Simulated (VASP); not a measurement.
# NbIn2Se3 (P6/mmm) in VASP: single point with PBE

Aim: the single point of NbIn2Se3 with PBE.

Program: VASP 6.6.1. These are calculated values, not measurements. Logs are shortened: lines on timing, memory, paths and dates and some standing lists are left out, and cuts for length are marked.

## (1) The cell of the first run

The structure is hexagonal, space group P6/mmm (No. 191). The conventional cell has a = 7.292 Å, b = 7.292 Å, c = 3.676 Å, α = 90.00°, β = 90.00°, γ = 120.00°. Nb (site symmetry 6/mmm) has 2 Nb at 3.68 Å and 12 Se at 4.08 Å and 6 In at 4.21 Å within 4.8 Å. Within 3.7 Å of In (site symmetry -6m2) lie 6 Se at 2.79 Å and 2 In at 3.68 Å. Within 3.7 Å of Se (site symmetry mmm) lie 4 In at 2.79 Å and 6 Se at 3.65 to 3.68 Å.

The cell was generated, and may not be a known phase.

## (2) Single point, PBE, collinear spin

INCAR reads:

```
PREC     = Accurate       # precision mode
ENCUT    = 520            # plane-wave cutoff, eV
EDIFF    = 1E-7           # SCF threshold, eV
ISMEAR   = 0              # smearing method
SIGMA    = 0.1            # smearing width, eV
LREAL    = False          # projectors in reciprocal space
LASPH    = True           # aspherical terms in the spheres
NELM     = 150            # most SCF steps
ALGO     = Normal         # electronic algorithm
ISIF     = 2              # what is computed and relaxed
LWAVE    = False          # write WAVECAR
LCHARG   = False          # write CHGCAR
ISPIN    = 2              # spin polarisation
MAGMOM   = 3.53 0 0 0 0 0 # initial moments
LORBIT   = 11             # projections on sites
LMAXMIX  = 4              # l up to which the mixer works
GGA      = PE             # functional
NBANDS   = 42             # bands
```

KPOINTS reads:

```
regular mesh
0
Gamma
  6 6 10
```

POSCAR reads:

```
NbIn2Se3
1.0
    7.2917030114      0.0000000000      0.0000000000
   -3.6458515057      6.3148000447      0.0000000000
    0.0000000000      0.0000000000      3.6758727666
Nb In Se
1 2 3
Direct
    0.0000000000      0.0000000000      0.0000000000
    0.3333333333      0.6666666667      0.0000000000
    0.6666666667      0.3333333333      0.0000000000
    0.5000000000      0.0000000000      0.5000000000
    0.0000000000      0.5000000000      0.5000000000
    0.5000000000      0.5000000000      0.5000000000
```

Potentials or basis: VASP PAW PBE potentials, release 64 (Nb_sv, In_d, Se).

Launch:

```console
> cat potpaw_PBE.64/Nb_sv/POTCAR potpaw_PBE.64/In_d/POTCAR potpaw_PBE.64/Se/POTCAR > POTCAR
> mpirun -np 1 vasp_std > vasp.out
```

OUTCAR:

```text
PREC = Accurate
   ENCUT = 520
   EDIFF = 1E-7
   ISMEAR = 0
   LREAL = False
   LASPH = True
   NELM = 150
   ISIF = 2
   ISPIN = 2
   LORBIT = 11
   GGA = PE

 ion  position               nearest neighbor table
   1  0.000  0.000  0.000-
   2  0.333  0.667  0.000-   4 2.79   4 2.79   5 2.79   5 2.79   6 2.79   6 2.79
   3  0.667  0.333  0.000-   4 2.79   4 2.79   5 2.79   5 2.79   6 2.79   6 2.79
   4  0.500  0.000  0.500-   2 2.79   3 2.79   2 2.79   3 2.79
   5  0.000  0.500  0.500-   2 2.79   3 2.79   2 2.79   3 2.79
   6  0.500  0.500  0.500-   2 2.79   3 2.79   2 2.79   3 2.79

  LATTYP: Found a hexagonal cell.
 ALAT       =     7.2917030114
 C/A-ratio  =     0.5041171810

  Lattice vectors:

 A1 = (   7.2917030114,   0.0000000000,   0.0000000000)
 A2 = (  -3.6458515057,   6.3148000447,   0.0000000000)
 A3 = (   0.0000000000,   0.0000000000,   3.6758727666)

Analysis of symmetry for initial positions (statically):
=====================================================================
 Subroutine PRICEL returns:
 Original cell was already a primitive cell.

 Routine SETGRP: Setting up the symmetry group for a
 hexagonal supercell.

 Subroutine GETGRP returns: Found 24 space group operations
 (whereof 24 operations were pure point group operations)
 out of a pool of 24 trial point group operations.

The static configuration has the point symmetry D_6h.

Analysis of symmetry for dynamics (positions and initial velocities):
=====================================================================
 Subroutine PRICEL returns:
 Original cell was already a primitive cell.

 Routine SETGRP: Setting up the symmetry group for a
 hexagonal supercell.

 Subroutine GETGRP returns: Found 24 space group operations
 (whereof 24 operations were pure point group operations)
 out of a pool of 24 trial point group operations.

The dynamic configuration has the point symmetry D_6h.

Analysis of structural, dynamic, and magnetic symmetry:
=====================================================================
 Subroutine PRICEL returns:
 Original cell was already a primitive cell.

 Routine SETGRP: Setting up the symmetry group for a
 hexagonal supercell.

 Subroutine GETGRP returns: Found 24 space group operations
 (whereof 24 operations were pure point group operations)
 out of a pool of 24 trial point group operations.

The overall configuration has the point symmetry D_6h.

 Subroutine INISYM returns: Found 24 space group operations
 (whereof 24 operations are pure point group operations),
 and found     1 'primitive' translations

----------------------------------------------------------------------------------------

                                     Primitive cell

  volume of cell :     169.2579

  direct lattice vectors                    reciprocal lattice vectors
     7.291703011  0.000000000  0.000000000     0.137142174  0.079179071  0.000000000
    -3.645851506  6.314800045  0.000000000     0.000000000  0.158358142  0.000000000
     0.000000000  0.000000000  3.675872767     0.000000000  0.000000000  0.272044236

  length of vectors
     7.291703011  7.291703011  3.675872767     0.158358142  0.158358142  0.272044236

  position of ions in fractional coordinates (direct lattice)
     0.000000000  0.000000000  0.000000000
     0.333333333  0.666666667  0.000000000
     0.666666667  0.333333333  0.000000000
     0.500000000  0.000000000  0.500000000
     0.000000000  0.500000000  0.500000000
     0.500000000  0.500000000  0.500000000

  ion indices of the primitive-cell ions
   primitive index   ion index
                 1           1
                 2           2
                 3           3
                 4           4
                 5           5
                 6           6

----------------------------------------------------------------------------------------

 KPOINTS: regular mesh

Automatic generation of k-mesh.
 Grid dimensions read from file:
 generate k-points for:    6    6   10

 Generating k-lattice:

  Cartesian coordinates                     Fractional coordinates (reciprocal lattice)
     0.022857029  0.013196512  0.000000000     0.166666667  0.000000000  0.000000000
     0.000000000  0.026393024  0.000000000     0.000000000  0.166666667  0.000000000
     0.000000000  0.000000000  0.027204424     0.000000000  0.000000000  0.100000000

  Length of vectors
     0.026393024  0.026393024  0.027204424

  Shift w.r.t. Gamma in fractional coordinates (k-lattice)
     0.000000000  0.000000000  0.000000000

 Subroutine IBZKPT returns following result:
 ===========================================

 Found     42 irreducible k-points:

 Following reciprocal coordinates:
            Coordinates               Weight
  0.000000  0.000000  0.000000      1.000000
  0.166667  0.000000  0.000000      6.000000
  0.333333  0.000000  0.000000      6.000000
  0.500000  0.000000  0.000000      3.000000
  0.166667  0.166667  0.000000      6.000000
  0.333333  0.166667  0.000000     12.000000
[... 16 lines left out ...]
  0.166667  0.000000  0.300000     12.000000
  0.333333  0.000000  0.300000     12.000000
 [... further k-points ...]
   k-points           NKPTS =     42   k-points in BZ     NKDIM =     42   number of bands    NBANDS=     42
   number of dos      NEDOS =    301   number of ions     NIONS =      6
   total plane-waves  NPLWV =  81648
   dimension x,y,z NGX =    54 NGY =   54 NGZ =   28
   dimension x,y,z NGXF=   108 NGYF=  108 NGZF=   56
   ions per type =               1   2   3
   NGX,Y,Z   is equivalent  to a cutoff of  12.31, 12.31, 12.66 a.u.
   NGXF,Y,Z  is equivalent  to a cutoff of  24.62, 24.62, 25.33 a.u.
 SYSTEM =  unknown system
   PREC   = accura    normal or accurate (medium, high low for compatibility)
   ISTART =      0    job   : 0-new  1-cont  2-samecut
   ICHARG =      2    charge: 1-file 2-atom 10-const
   ISPIN  =      2    spin polarized calculation?
   LNONCOLLINEAR =      F non collinear calculations
   LSORBIT =      F    spin-orbit coupling
   LASPH  =      T    aspherical Exc in radial PAW
   ENCUT  =  520.0 eV  38.22 Ry    6.18 a.u.  13.56 13.56  6.83*2*pi/ulx,y,z
   NELM   =    150;   NELMIN=  2; NELMDL= -5     # of ELM steps
   EDIFF  = 0.1E-06   stopping-criterion for ELM
   LREAL  =      F    real-space projection
   EDIFFG = 0.1E-05   stopping-criterion for IOM
   NSW    =      0    number of steps for IOM
   IBRION =     -1    ionic relax: 0-MD 1-quasi-New 2-CG
   NFREE  =      0    steps in history (QN), initial steepest desc. (CG)
   ISIF   =      2    stress and relaxation
   ISYM   =      2    0-nonsym 1-usesym 2-fastsym
   POTIM  = 0.5000    time-step for ionic-motion
   TEBEG  =    0.0;   TEEND  =   0.0 temperature during run
   PSTRESS=    0.0 pullay stress
   NELECT =      57.0000    total number of electrons
   NUPDOWN=      -1.0000    fix difference up-down
   EMIN   =  10.00;   EMAX   =-10.00  energy-range for DOS
   EFERMI =   0.00;   METHOD = LEGACY
   ISMEAR =     0;   SIGMA  =   0.10  broadening in eV -4-tet -1-fermi 0-gaus
   EFERMI_NEDOS =   21; number of points for ismear=-14 and -15
   IALGO  =     38    algorithm
   IMIX   =      4    mixing-type and parameters
     AMIX     =   0.40;   BMIX     =  1.00
     AMIX_MAG =   1.60;   BMIX_MAG =  1.00
  volume/ion in A,a.u.               =      28.21       190.37
  Fermi-wavevector in a.u.,A,eV,Ry     =   1.138982  2.152363 17.650558  1.297279
  Thomas-Fermi vector in A             =   2.275686
   LORBIT       =     11    0 simple, 1 ext, 2 COOP (PROOUT), +10 PAW based schemes
   GGA     = PE    functional components
   LHFCALC =     F    Hartree Fock is set to
   AEXX    =    0.0000 exact exchange contribution
   IVDW    =     0    specifies the selected vdW correction
   LEPSILON=     F    determine dielectric tensor
   LRPA    =     F    only Hartree local field effects (RPA)
 spin polarized calculation
 Gauss-broadening in eV      SIGMA  =   0.10
  energy-cutoff  :      520.00
  volume of cell :      169.26
 maximum number of plane-waves:      4585
   NGX = 27   NGY = 27   NGZ = 13

 number of electron      57.0000007 magnetization       3.8830562

 Free energy of the ion-electron system (eV)
  ---------------------------------------------------
  ext. energy  EPLUGINS =         0.00000000
  ---------------------------------------------------
  free energy    TOTEN  =       -22.29077453 eV

  energy without entropy =      -22.26142289  energy(sigma->0) =      -22.27609871

 E-fermi :   4.6109     XC(G=0):  -9.2770

 val. band max:        4.6108047579   @ k =   0.1667   0.0000   0.4000
 cond. band min:       4.6159123010   @ k =   0.1667   0.0000   0.3000
 fundamental gap:      0.0051075431
 Fermi energy:         4.6109264098

 spin component 1

 k-point     1 :       0.0000    0.0000    0.0000
  band No.  band energies     occupation
      1     -51.2744      1.00000
      2     -27.4905      1.00000
      3     -27.4384      1.00000
      4     -27.4384      1.00000
      5     -10.1131      1.00000
      6     -10.1099      1.00000
[... 32 lines left out ...]
     39       9.2598      0.00000
     40       9.9130      0.00000

 k-point     2 :       0.1667    0.0000    0.0000
  band No.  band energies     occupation
      1     -51.2744      1.00000
      2     -27.4905      1.00000
      3     -27.4384      1.00000
      4     -27.4384      1.00000
      5     -10.1118      1.00000
      6     -10.1111      1.00000
[... 935 lines left out ...]
     39      10.0411      0.00000
     40      10.1886      0.00000

 k-point    24 :       0.3333    0.0000    0.3000
  band No.  band energies     occupation
      1     -51.2717      1.00000
      2     -27.5387      1.00000
      3     -27.4342      1.00000
      4     -27.4342      1.00000
      5     -10.2493      1.00000
      6     -10.2149      1.00000
[... 32 lines left out ...]
     39       9.7942      0.00000
     40      10.6039      0.00000

 [... further k-points ...]

 spin component 2

 k-point     1 :       0.0000    0.0000    0.0000
  band No.  band energies     occupation
      1     -49.5094      1.00000
      2     -25.5676      1.00000
      3     -25.3697      1.00000
      4     -25.3697      1.00000
      5     -10.1107      1.00000
      6     -10.1074      1.00000
[... 32 lines left out ...]
     39      10.3848      0.00000
     40      10.3848      0.00000

 k-point     2 :       0.1667    0.0000    0.0000
  band No.  band energies     occupation
      1     -49.5094      1.00000
      2     -25.5676      1.00000
      3     -25.3697      1.00000
      4     -25.3697      1.00000
      5     -10.1093      1.00000
      6     -10.1087      1.00000
[... 935 lines left out ...]
     39      10.2860      0.00000
     40      11.5373      0.00000

 k-point    24 :       0.3333    0.0000    0.3000
  band No.  band energies     occupation
      1     -49.5069      1.00000
      2     -25.6128      1.00000
      3     -25.3657      1.00000
      4     -25.3657      1.00000
      5     -10.2490      1.00000
      6     -10.2145      1.00000
[... 32 lines left out ...]
     39      10.8112      0.00000
     40      10.8796      0.00000

 [... further k-points ...]

 [bands above 40 left out]

------------------------ aborting loop because EDIFF is reached ----------------------------------------

  FORCE on cell =-STRESS in cart. coord.  units (eV):
  Direction    XX          YY          ZZ          XY          YZ          ZX
  --------------------------------------------------------------------------------------
  -------------------------------------------------------------------------------------
  Total        0.0321041      0.0321041      0.0441402      0.0000000     -0.0000000     -0.0000000
  in kB        0.3038940      0.3038940      0.4178267      0.0000000     -0.0000000     -0.0000000
  external PRESSURE =       0.3418716 kB  Pullay stress =       0.0000000 kB

 VOLUME and BASIS-vectors are now :
 -----------------------------------------------------------------------------
  energy-cutoff  :      520.00
  volume of cell :      169.26
      direct lattice vectors                 reciprocal lattice vectors
     7.291703011  0.000000000  0.000000000     0.137142174  0.079179071  0.000000000
    -3.645851506  6.314800045  0.000000000     0.000000000  0.158358142  0.000000000
     0.000000000  0.000000000  3.675872767     0.000000000  0.000000000  0.272044236

 POSITION                                       TOTAL-FORCE (eV/Angst)
 -----------------------------------------------------------------------------------
      0.00000      0.00000      0.00000        -0.000000      0.000000      0.000000
     -0.00000      4.20987      0.00000        -0.000000      0.000000      0.000000
      3.64585      2.10493      0.00000         0.000000     -0.000000      0.000000
      3.64585      0.00000      1.83794        -0.000000      0.000000      0.000000
     -1.82293      3.15740      1.83794        -0.000000      0.000000      0.000000
      1.82293      3.15740      1.83794        -0.000000      0.000000      0.000000
 -----------------------------------------------------------------------------------
    total drift:                               -0.000000      0.000000     -0.000000

  FREE ENERGIE OF THE ION-ELECTRON SYSTEM (eV)
  ---------------------------------------------------
  free  energy   TOTEN  =       -22.2907745259 eV

  energy  without entropy=      -22.2614228900  energy(sigma->0) =      -22.27609871

 total charge

# of ion       s       p       d       tot
------------------------------------------
    1        2.090   5.876   2.616  10.582
    2        0.862   0.527   9.909  11.298
    3        0.862   0.527   9.909  11.298
    4        1.479   2.312   0.026   3.817
    5        1.479   2.312   0.026   3.817
    6        1.479   2.312   0.026   3.817
--------------------------------------------------
tot          8.249  13.865  22.514  44.628

 magnetization (x)

# of ion       s       p       d       tot
------------------------------------------
    1        0.069   0.019   2.514   2.603
    2        0.004   0.005   0.002   0.011
    3        0.004   0.005   0.002   0.011
    4        0.003  -0.028   0.002  -0.023
    5        0.003  -0.028   0.002  -0.023
    6        0.003  -0.028   0.002  -0.023
--------------------------------------------------
tot          0.086  -0.054   2.524   2.556
```

It took 28 min on 1 thread of Oxide Virtual Turin-like, shared host; peak memory 0.61 GiB.

What came out:

- Free energy: -22.2908 eV
- Pressure: 0.0 GPa
- Net moment: 3.88 μB per cell
- Site moments: Nb +2.60; In +0.01; Se -0.02 μB
- Valence electrons inside the program's atomic spheres: Nb 10.58; In 11.30; Se 3.82

Caveat: spin-orbit coupling is left out, which moves the levels of the heavy elements.
